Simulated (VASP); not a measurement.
# W (I4/mmm) in VASP: further runs, part 2 of 2

VASP 6.6.1. Earlier steps stand in the parts before.

**3. Single point, r2SCAN (strain +0.000 along x and y, +0.080 along z)**

The input, POSCAR:

```
W
1.0
   -1.5973000000      1.5973000000      1.7250840000
    1.5973000000     -1.5973000000      1.7250840000
    1.5973000000      1.5973000000     -1.7250840000
W
1
Direct
    0.0000000000      0.0000000000      0.0000000000
```

The input, INCAR.step1:

```
PREC = Accurate ; ENCUT = 520
ISMEAR = 0 ; SIGMA = 0.15
LREAL = F ; LASPH = T
NELM = 100 ; NBANDS = 13
GGA = PE ; ALGO = Normal
EDIFF = 1E-4 ; LWAVE = T
LCHARG = F
```

The input, INCAR.step2:

```
PREC = Accurate ; ENCUT = 520
EDIFF = 1E-6 ; ISMEAR = 0
SIGMA = 0.15 ; LREAL = F
LASPH = T ; NELM = 100
ALGO = Normal ; ISIF = 2
LWAVE = F ; LCHARG = T
METAGGA = R2SCAN ; LMIXTAU = T
LELF = T ; LVHAR = T
NBANDS = 13 ; ISTART = 1
```

The input, KPOINTS:

```
regular mesh
0
Gamma
  14 14 14
```

Potentials or basis: VASP PAW PBE potentials, release 64 (W_sv).

Command:

```console
> cat potpaw_PBE.64/W_sv/POTCAR > POTCAR
> cp INCAR.step1 INCAR
> mpirun -np 1 vasp_std > vasp.out
> cp INCAR.step2 INCAR
> mpirun -np 1 vasp_std > vasp.out
```

OUTCAR:

```text
PREC = Accurate
   ENCUT = 520
   EDIFF = 1E-6
   ISMEAR = 0
   LREAL = F
   LASPH = T
   NELM = 100
   ISIF = 2
   METAGGA = R2SCAN
   ISTART = 1

 ion  position               nearest neighbor table
   1  0.000  0.000  0.000-

  LATTYP: Found a body centered tetragonal cell.
 ALAT       =     3.1946000000
 C/A-ratio  =     1.0800000000

  Lattice vectors:

 A1 = (  -1.5973000000,   1.5973000000,   1.7250840000)
 A2 = (   1.5973000000,  -1.5973000000,   1.7250840000)
 A3 = (   1.5973000000,   1.5973000000,  -1.7250840000)

Analysis of symmetry for initial positions (statically):
=====================================================================
 Subroutine PRICEL returns:
 Original cell was already a primitive cell.

 Routine SETGRP: Setting up the symmetry group for a
 body centered tetragonal supercell.

 Subroutine GETGRP returns: Found 16 space group operations
 (whereof 16 operations were pure point group operations)
 out of a pool of 16 trial point group operations.

The static configuration has the point symmetry D_4h.

Analysis of symmetry for dynamics (positions and initial velocities):
=====================================================================
 Subroutine PRICEL returns:
 Original cell was already a primitive cell.

 Routine SETGRP: Setting up the symmetry group for a
 body centered tetragonal supercell.

 Subroutine GETGRP returns: Found 16 space group operations
 (whereof 16 operations were pure point group operations)
 out of a pool of 16 trial point group operations.

The dynamic configuration has the point symmetry D_4h.

 Subroutine INISYM returns: Found 16 space group operations
 (whereof 16 operations are pure point group operations),
 and found     1 'primitive' translations

----------------------------------------------------------------------------------------

                                     Primitive cell

  volume of cell :      17.6053
[... 113 lines left out ...]
   LHFCALC =     F    Hartree Fock is set to
   AEXX    =    0.0000 exact exchange contribution
   IVDW    =     0    specifies the selected vdW correction
   LEPSILON=     F    determine dielectric tensor
   LRPA    =     F    only Hartree local field effects (RPA)
 non-spin polarized calculation
 Gauss-broadening in eV      SIGMA  =   0.15
  energy-cutoff  :      520.00
  volume of cell :       17.61
 maximum number of plane-waves:       486
 NGX is ok and might be reduce to    24
   NGX = 11   NGY = 11   NGZ = 11

 number of electron      14.0000003 magnetization

 Free energy of the ion-electron system (eV)
  ---------------------------------------------------
  ext. energy  EPLUGINS =         0.00000000
  ---------------------------------------------------
  free energy    TOTEN  =       -51.15681361 eV

  energy without entropy =      -51.15098230  energy(sigma->0) =      -51.15389796

 E-fermi :   9.8339     XC(G=0): -14.2905

 val. band max:        9.8285793833   @ k =   0.1429  -0.0000   0.0000
 cond. band min:       9.8397609909   @ k =  -0.3571   0.4286   0.2857
 fundamental gap:      0.0111816076
 Fermi energy:         9.8339053434

 k-point     1 :       0.0000    0.0000    0.0000
  band No.  band energies     occupation
      1     -66.4328      2.00000
      2     -29.4421      2.00000
      3     -29.4269      2.00000
      4     -29.4269      2.00000
      5       0.3052      2.00000
      6       8.4686      2.00000
      7       8.4686      2.00000
      8       9.3750      1.99998
      9      11.4941      0.00000
     10      12.6610      0.00000
     11      23.9654      0.00000
     12      25.3902      0.00000
     13      25.3902      0.00000
[... 354 lines left out ...]
  band No.  band energies     occupation
      1     -66.3519      2.00000
      2     -30.2080      2.00000
      3     -29.7186      2.00000
      4     -29.4823      2.00000
      5       4.2961      2.00000
      6       7.1799      2.00000
      7       7.8031      2.00000
      8      11.3616      0.00000
      9      12.2697      0.00000
     10      14.4842      0.00000
     11      21.5952      0.00000
     12      24.4007      0.00000
     13      27.1869      0.00000

 [... further k-points ...]

------------------------ aborting loop because EDIFF is reached ----------------------------------------

  FORCE on cell =-STRESS in cart. coord.  units (eV):
  Direction    XX          YY          ZZ          XY          YZ          ZX
  --------------------------------------------------------------------------------------
  -------------------------------------------------------------------------------------
  Total       -2.0771382     -2.0771382     -4.0239108      0.0000000      0.0000000     -0.0000000
  in kB     -189.0308752   -189.0308752   -366.1977771      0.0000000      0.0000000     -0.0000000
  external PRESSURE =    -248.0865092 kB  Pullay stress =       0.0000000 kB

 VOLUME and BASIS-vectors are now :
 -----------------------------------------------------------------------------
  energy-cutoff  :      520.00
  volume of cell :       17.61
      direct lattice vectors                 reciprocal lattice vectors
    -1.597300000  1.597300000  1.725084000     0.000000000  0.313028235  0.289840958
     1.597300000 -1.597300000  1.725084000     0.313028235  0.000000000  0.289840958
     1.597300000  1.597300000 -1.725084000     0.313028235  0.313028235  0.000000000

 POSITION                                       TOTAL-FORCE (eV/Angst)
 -----------------------------------------------------------------------------------
      0.00000      0.00000      0.00000        -0.000000      0.000000     -0.000000
 -----------------------------------------------------------------------------------
    total drift:                                0.000000      0.000000      0.000000

  FREE ENERGIE OF THE ION-ELECTRON SYSTEM (eV)
  ---------------------------------------------------
  free  energy   TOTEN  =       -51.1568136098 eV

  energy  without entropy=      -51.1509823023  energy(sigma->0) =      -51.15389796
```

OUTCAR.step1:

```text
PREC = Accurate
   ENCUT = 520
   ISMEAR = 0
   LREAL = F
   LASPH = T
[... 601 lines left out ...]

 POSITION                                       TOTAL-FORCE (eV/Angst)
 -----------------------------------------------------------------------------------
      0.00000      0.00000      0.00000         0.000000     -0.000000     -0.000000
 -----------------------------------------------------------------------------------
    total drift:                               -0.000000      0.000000      0.000000

  FREE ENERGIE OF THE ION-ELECTRON SYSTEM (eV)
  ---------------------------------------------------
  free  energy   TOTEN  =       -12.8002982078 eV

  energy  without entropy=      -12.7946617440  energy(sigma->0) =      -12.79747998
```

OSZICAR.step1:

```text
N       E                     dE             d eps       ncg     rms          rms(c)
DAV:   1     0.852191267492E+02    0.85219E+02   -0.75005E+03  6373   0.120E+03
DAV:   2    -0.117993208852E+02   -0.97018E+02   -0.93347E+02  7184   0.315E+02
DAV:   3    -0.135008715983E+02   -0.17016E+01   -0.16945E+01  7004   0.403E+01
DAV:   4    -0.135089895816E+02   -0.81180E-02   -0.81178E-02  6999   0.308E+00
DAV:   5    -0.135090679750E+02   -0.78393E-04   -0.78394E-04  7064   0.286E-01    0.172E+01
DAV:   6    -0.129373468702E+02    0.57172E+00   -0.52662E-01  6629   0.934E+00    0.615E+00
DAV:   7    -0.128043573641E+02    0.13299E+00   -0.23940E-01  7139   0.594E+00    0.874E-01
DAV:   8    -0.128003736476E+02    0.39837E-02   -0.44126E-03  6484   0.842E-01    0.106E-01
DAV:   9    -0.128002982078E+02    0.75440E-04   -0.18874E-04  7189   0.164E-01
   1 F= -.12800298E+02 E0= -.12797480E+02  d E =-.563646E-02
```

Run time: 1.7 min. Hardware: 1 thread of Intel Xeon Platinum 8375C at 2.90GHz (Ice Lake), shared host; peak memory 0.18 GiB.

Results:

* Free energy: -51.1568 eV
* Pressure: -24.8 GPa
* Band gap on the k mesh: zero (band 7 reaches 14.27 eV, above the bottom of band 8 at 9.17 eV)

Stress tensor (GPa, compression positive):
```
-18.90   0.00   0.00
  0.00 -18.90   0.00
  0.00   0.00 -36.62
```

Caveat: the cell differs from its parent crystal (strain +0.000 along x and y, +0.080 along z); the PAW data sets were made with another functional, which shifts forces and pressure a little; spin-orbit coupling is left out, which moves the levels of the heavy elements.

**4. Single point, r2SCAN (strain +0.080 along x and y, -0.040 along z)**

The input, POSCAR:

```
W
1.0
   -1.7250840000      1.7250840000      1.5334080000
    1.7250840000     -1.7250840000      1.5334080000
    1.7250840000      1.7250840000     -1.5334080000
W
1
Direct
    0.0000000000      0.0000000000      0.0000000000
```

The input, INCAR.step1:

```
SYSTEM = W
ALGO = Normal
EDIFF = 1E-4
ENCUT = 520
GGA = PE
ISMEAR = 0
LASPH = .TRUE.
LCHARG = .FALSE.
LREAL = .FALSE.
LWAVE = .TRUE.
NBANDS = 13
NELM = 100
PREC = Accurate
SIGMA = 0.15
```

The input, INCAR.step2:

```
SYSTEM = W
ALGO = Normal
EDIFF = 1E-6
ENCUT = 520
ISIF = 2
ISMEAR = 0
ISTART = 1
LASPH = .TRUE.
LCHARG = .FALSE.
LMIXTAU = .TRUE.
LREAL = .FALSE.
LWAVE = .FALSE.
METAGGA = R2SCAN
NBANDS = 13
NELM = 100
PREC = Accurate
SIGMA = 0.15
```

The input, KPOINTS:

```
k-points
0
G
  14 14 14
  0 0 0
```

Command:

```console
> cat potpaw_PBE.64/W_sv/POTCAR > POTCAR
> cp INCAR.step1 INCAR
> mpirun -np 1 vasp_std > vasp.out
> cp INCAR.step2 INCAR
> mpirun -np 1 vasp_std > vasp.out
```

Run time: 95 s. Hardware: 1 thread of Intel Xeon Platinum 8375C at 2.90GHz (Ice Lake), shared host; peak memory 0.19 GiB.

The run converged. Its results:

| Item | Value |
| --- | --- |
| Free energy | -50.9598 eV |
| Pressure | -30.3 GPa |
| Band gap on the k mesh | zero (band 7 reaches 13.65 eV, above the bottom of band 8 at 8.36 eV) |

Stress tensor (GPa, compression positive):
```
-39.73   0.00   0.00
  0.00 -39.73   0.00
  0.00   0.00 -11.57
```

Levels at points of the mesh, in eV from the Fermi level:
```tsv
k point	band 5	band 6	band 7	band 8	band 9	band 10
(0.00, 0.00, 0.00)	-9.30	-1.94	-0.42	-0.42	1.14	3.05
(0.50, 0.00, 0.00)	-5.59	-3.51	0.51	2.01	3.85	5.07
(0.50, 0.50, 0.00)	-5.77	-1.98	-0.38	0.78	2.36	4.99
(0.50, 0.50, 0.50)	-5.01	-4.82	4.31	4.31	4.63	6.41
```

Caveat: the cell differs from its parent crystal (strain +0.080 along x and y, -0.040 along z); the PAW data sets were made with another functional, which shifts forces and pressure a little; spin-orbit coupling is left out, which moves the levels of the heavy elements.

**5. Single point, r2SCAN (strain +0.080 along x and y, +0.000 along z)**

The input, POSCAR:

```
W
1.0
   -1.7250840000      1.7250840000      1.5973000000
    1.7250840000     -1.7250840000      1.5973000000
    1.7250840000      1.7250840000     -1.5973000000
W
1
Direct
    0.0000000000      0.0000000000      0.0000000000
```

The input, INCAR.step1:

```
PREC = Accurate ; ENCUT = 520
ISMEAR = 0 ; SIGMA = 0.15
LREAL = F ; LASPH = T
NELM = 100 ; NBANDS = 13
GGA = PE ; ALGO = Normal
EDIFF = 1E-4 ; LWAVE = T
LCHARG = F
```

The input, INCAR.step2:

```
PREC = Accurate ; ENCUT = 520
EDIFF = 1E-6 ; ISMEAR = 0
SIGMA = 0.15 ; LREAL = F
LASPH = T ; NELM = 100
ALGO = Normal ; ISIF = 2
LWAVE = F ; LCHARG = F
METAGGA = R2SCAN ; LMIXTAU = T
NBANDS = 13 ; ISTART = 1
```

The input, KPOINTS:

```
Automatic mesh
0
Gamma
  14 14 14
```

Command:

```console
> cat potpaw_PBE.64/W_sv/POTCAR > POTCAR
> cp INCAR.step1 INCAR
> mpirun -np 1 vasp_std > vasp.out
> cp INCAR.step2 INCAR
> mpirun -np 1 vasp_std > vasp.out
```

Wall time 1.7 min (1 thread of Intel Xeon Platinum 8375C at 2.90GHz (Ice Lake), shared host); peak memory 0.19 GiB.

The run converged. Its results:

| Item | Value |
| --- | --- |
| Free energy | -50.8704 eV |
| Pressure | -37.8 GPa |
| Band gap on the k mesh | zero (band 7 reaches 12.88 eV, above the bottom of band 8 at 7.87 eV) |

Stress tensor (GPa, compression positive):
```
-43.74   0.00   0.00
  0.00 -43.74   0.00
  0.00   0.00 -26.05
```

Levels at points of the mesh, in eV from the Fermi level:
| k point | band 3 | band 4 | band 5 | band 6 | band 7 | band 8 | band 9 | band 10 | band 11 | band 12 |
| --- | --- | --- | --- | --- | --- | --- | --- | --- | --- | --- |
| (0.00, 0.00, 0.00) | -39.46 | -39.41 | -9.06 | -1.56 | -0.64 | -0.64 | 1.52 | 2.67 | 14.40 | 14.40 |
| (0.50, 0.00, 0.00) | -39.72 | -39.46 | -5.37 | -3.20 | 0.30 | 1.99 | 3.26 | 4.83 | 9.13 | 11.44 |
| (0.50, 0.50, 0.00) | -39.63 | -39.44 | -5.49 | -2.26 | -0.24 | 1.17 | 2.43 | 4.74 | 8.59 | 12.04 |
| (0.50, 0.50, 0.50) | -40.02 | -39.87 | -4.68 | -4.55 | 4.06 | 4.06 | 4.28 | 6.52 | 6.52 | 8.69 |

Caveat: the cell differs from its parent crystal (strain +0.080 along x and y, +0.000 along z); the PAW data sets were made with another functional, which shifts forces and pressure a little; spin-orbit coupling is left out, which moves the levels of the heavy elements.

**6. The runs side by side**

```tsv
cell	gap on the mesh (eV)	pressure (GPa)
a = 2.848 Å, angles 105.4, 105.4, 117.9°, 1 atom	none	-20.6
a = 2.842 Å, angles 111.6, 111.6, 105.3°, 1 atom	none	-24.8
a = 2.882 Å, angles 106.5, 106.5, 115.7°, 1 atom	none	-30.3
a = 2.916 Å, angles 107.5, 107.5, 113.6°, 1 atom	none	-37.8
```

Alike in all rows: task single point; level r2SCAN; potentials or basis VASP PAW PBE potentials, release 64 (W_sv); no spin polarisation; k mesh 14 × 14 × 14; cutoff (eV) 520; smearing gaussian 0.15 eV.

Caveats: the PAW data sets were made with another functional, which shifts forces and pressure a little; spin-orbit coupling is left out, which moves the levels of the heavy elements.

Absolute energies hang on the potentials; compare differences alone.
